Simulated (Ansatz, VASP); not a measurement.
## MgO: VASP beside Ansatz

```
CELL_PARAMETERS angstrom
3.59170 0.00000 0.00000
-1.79585 3.11050 0.00000
0.00000 0.00000 4.15460
ATOMIC_POSITIONS crystal
Mg 0.66667 0.33333 0.75000
Mg 0.33333 0.66667 0.25000
O 0.66667 0.33333 0.25000
O 0.33333 0.66667 0.75000
```

Alike in both runs: task single point; functional PBE; k mesh 9 × 9 × 6; occupations gaussian, width 0.05 eV; no spin polarisation.

|  | VASP | Ansatz |
| --- | --- | --- |
| version | VASP 6.6.1 | Ansatz 0.2.0 |
| potentials or method | VASP PAW PBE potentials, release 64 (Mg, O), cutoff 520 eV | scalar-relativistic, plane waves, PAW |
| valence electrons in the cell | 16 | 32 |

Ansatz gave:

* gap on the k mesh at the Fermi level (eV): 3.24
* least direct gap on the mesh (eV): 3.24
* pressure (GPa): -1.8
* traceless stress, the component that is largest in VASP (GPa): 3.86

**Question.** Estimate VASP's values.

**Answer.** gap on the k mesh at the Fermi level (eV): 3.22; least direct gap on the mesh (eV): 3.22; pressure (GPa): -2.3; traceless stress, the component that is largest in VASP (GPa): 3.78.

With one functional, cell and mesh, what is left measures potentials, basis and numerics. VASP's potentials hold 16 valence electrons a cell and Ansatz's 32, so a difference there can come from the potentials and not from the codes.
